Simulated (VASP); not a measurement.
Input of a VASP 6.6.1 run:

The input POSCAR:

```
Sr
1.0
   -2.4350000000      2.4350000000      2.4350000000
    2.4350000000     -2.4350000000      2.4350000000
    2.4350000000      2.4350000000     -2.4350000000
Sr
1
Direct
    0.0000000000      0.0000000000      0.0000000000
```

File INCAR.step1:

```
SYSTEM = Sr
  PREC = Accurate
  ENCUT = 600
  ISMEAR = 0
  SIGMA = 0.1
  LREAL = .False.
  LASPH = .True.
  NELM = 100
  GGA = PE
  ALGO = Normal
  EDIFF = 1E-4
  LWAVE = .True.
  LCHARG = .False.
```

File INCAR.step2:

```
SYSTEM = Sr
  PREC = Accurate
  ENCUT = 600
  EDIFF = 1E-7
  ISMEAR = 0
  SIGMA = 0.1
  LREAL = .False.
  LASPH = .True.
  NELM = 100
  ALGO = Normal
  ISIF = 3
  LWAVE = .False.
  LCHARG = .False.
  METAGGA = R2SCAN
  LMIXTAU = .True.
  IBRION = 2
  NSW = 100
  EDIFFG = -0.005
  ISTART = 1
```

KPOINTS

```
Automatic mesh
0
Gamma
  12 12 12
  0 0 0
```

Potentials or basis: VASP PAW PBE potentials, release 64 (Sr_sv).

Run with:

```sh
$ cat potpaw_PBE.64/Sr_sv/POTCAR > POTCAR
$ cp INCAR.step1 INCAR
$ mpirun -np 1 vasp_std > vasp.out
$ cp INCAR.step2 INCAR
$ mpirun -np 1 vasp_std > vasp.out
```

(1) Estimate the relaxed volume.

(2) What does it give for the space group after relaxing (to 0.05 Å)?

(3) What does it give for the relaxed cell?

Results:

(1) 55.71 Å³/atom.

(2) Im-3m (No. 229).

(3) a = 4.167 Å, b = 4.167 Å, c = 4.167 Å, α = 109.47°, β = 109.47°, γ = 109.47°.

Caveat: the PAW data sets were made with another functional, which shifts forces and pressure a little.
